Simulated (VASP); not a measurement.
Set up this calculation in VASP 6.6.1, as the native input.

```yaml
Task: single point
Functional: PBE
Potentials_or_basis: VASP PAW PBE potentials, release 64 (N, Al)
Cutoff: 520 eV
k_mesh: 9 × 9 × 1
Occupations: gaussian, width 0.05 eV
Spin: collinear spin
Starting_moments: "[0.0, 0.0, 0.0, 0.0, 3.0, 0.0, 0.0, 0.0, 0.0] μB"
Dipole_correction: yes
Further_INCAR_settings: ALGO = Normal; EDIFF = 1e-06; NBANDS = 32
```

The structure of Al4N5 lies in POSCAR:

```
Al4N5
1.0
    3.1297683445      0.0000000000      0.0000000000
   -1.5648841723      2.7104588943      0.0000000000
    0.0000000000      0.0000000000     25.0621509606
N Al
5 4
Direct
    0.3333333333      0.6666666667      0.1596032203
    0.6666666667      0.3333333333      0.2597004396
    0.3333333333      0.6666666667      0.3620561642
    0.6666666667      0.3333333333      0.4610505141
    0.3333333333      0.6666666667      0.5359536371
    0.6666666667      0.3333333333      0.1833176549
    0.3333333333      0.6666666667      0.2834148742
    0.6666666667      0.3333333333      0.3814237064
    0.3333333333      0.6666666667      0.4812895341
```

These files were run (other wordings do the same):

INCAR

```
SYSTEM = Al4N5
ALGO = Normal
DIPOL = 0.5 0.5 0.345
EDIFF = 1E-6
ENCUT = 520
GGA = PE
IDIPOL = 3
ISIF = 2
ISMEAR = 0
ISPIN = 2
LASPH = .TRUE.
LCHARG = .FALSE.
LDIPOL = .TRUE.
LORBIT = 11
LREAL = .FALSE.
LWAVE = .FALSE.
MAGMOM = 0 0 0 0 3 0 0 0 0
NBANDS = 32
NELM = 150
PREC = Accurate
SIGMA = 0.05
```

KPOINTS

```
k-points
0
G
  9 9 1
  0 0 0
```

Potentials or basis: VASP PAW PBE potentials, release 64 (N, Al).

Run with:

```sh
$ cat potpaw_PBE.64/N/POTCAR potpaw_PBE.64/Al/POTCAR > POTCAR
$ mpirun -np 1 vasp_std > vasp.out
```

It gave:

```yaml
Largest_force: 27.828 eV/Å
Net_moment: 2.31 μB per cell
Site_moments: N -0.04, +0.00, +0.02, +0.21, +1.44; Al -0.00, +0.00, +0.01, +0.10 μB
Valence_electrons_inside_the_program's_atomic_spheres: N 3.70, 3.84, 3.86, 3.83, 3.69; Al 0.80, 0.79, 1.15 (each value once)
```

It took 3.9 min on 1 thread of Intel(R) Xeon(R) 6975P-C (Granite Rapids), on a shared host, peak memory 0.47 GiB.
